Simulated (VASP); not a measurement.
Write the native input for VASP 6.6.1 that does the following.

```yaml
Task: single point
Functional: PBEsol
Potentials_or_basis: VASP PAW PBE potentials, release 64 (Zn, O, H)
Cutoff: 520 eV
k_mesh: 4 × 4 × 8
Occupations: gaussian, width 0.05 eV
Spin: no spin polarisation
Dipole_correction: no
Further_INCAR_settings: ALGO = Normal; EDIFF = 1e-06; NBANDS = 46
```

The structure of Zn4HO4 (a cell with a defect) lies in POSCAR:

```
Zn4HO4
1.0
    5.5148137916      0.0000000000      0.0000000000
    0.0000000000      5.5148137916      0.0000000000
    0.0000000000      0.0000000000      3.2430062931
Zn O H
4 4 1
Direct
    0.1820657240      0.1820657240      0.5000000000
    0.8179342760      0.8179342760      0.5000000000
    0.6820657240      0.3179342760      0.0000000000
    0.3179342760      0.6820657240      0.0000000000
    0.8180023132      0.1819976868      0.5000000000
    0.1819976868      0.8180023132      0.5000000000
    0.6819976868      0.6819976868      0.0000000000
    0.3180023132      0.3180023132      0.0000000000
    1.0000405349      0.0153310202      0.0000000000
```

One way to write it, as run:

INCAR

```
SYSTEM = Zn4HO4
PREC = Accurate ; ENCUT = 520
EDIFF = 1E-6 ; ISMEAR = 0
SIGMA = 0.05 ; LREAL = .False.
LASPH = .True. ; NELM = 60
ALGO = Normal ; ISIF = 2
LWAVE = .False. ; LCHARG = .False.
GGA = PS ; NBANDS = 46
```

KPOINTS

```
regular mesh
0
Gamma
  4 4 8
  0 0 0
```

Potentials or basis: VASP PAW PBE potentials, release 64 (Zn, O, H).

The run is started by

```sh
$ cat potpaw_PBE.64/Zn/POTCAR potpaw_PBE.64/O/POTCAR potpaw_PBE.64/H/POTCAR > POTCAR
$ mpirun -np 1 vasp_std > vasp.out
```

Results of the run:

```
Pressure      : 4.2 GPa
Largest force : 0.542 eV/Å
```

Caveat: the PAW data sets were made with another functional, which shifts forces and pressure a little; an odd number of electrons without spin polarisation forces a metal; a magnetic or distorted state may lie lower.

It took 2.5 min on 1 thread of Intel(R) Xeon(R) 6975P-C (Granite Rapids), on a shared host, peak memory 0.3 GiB.
